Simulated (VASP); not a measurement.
Runs of VASP 6.6.1 on AlGaN2. The structure is that of space group P-4m2 (No. 115), or close to it. The cells are those of the table. 

```csv
cell,gap on the mesh (eV),pressure (GPa),largest force (eV/Å)
"a = 3.188, b = 3.188, c = 4.357 Å, 4 atoms",3.28,-3.1,(a)
"a = 3.141, b = 3.141, c = 4.490 Å, 4 atoms",3.22,-3.0,0.03
"a = 3.188, b = 3.188, c = 4.291 Å, 4 atoms",3.41,(d),0.08
"a = 3.235, b = 3.235, c = 4.424 Å, 4 atoms",2.94,-10.8,0.04
"a = 3.235, b = 3.235, c = 4.490 Å, 4 atoms",2.82,(c),0.02
"a = 3.141, b = 3.141, c = 4.357 Å, 4 atoms",(b),3.1,0.03
"a = 3.047, b = 3.047, c = 4.490 Å, 4 atoms",3.64,10.2,0.08
"a = 3.141, b = 3.141, c = 4.291 Å, 4 atoms",3.63,6.4,0.06
```

Alike in all rows: task single point; level r2SCAN; potentials or basis VASP PAW PBE potentials, release 64 (Al, Ga_d, N); no spin polarisation; k mesh 8 × 8 × 6; cutoff (eV) 520; smearing gaussian 0.05 eV.

Estimate the missing entries.

(a) 0.05; (b) 3.50; (c) -13.0; (d) -0.2.

Caveats: the PAW data sets were made with another functional, which shifts forces and pressure a little.

A k mesh can miss the band edges, and the runs leave out spin-orbit coupling on Ga.
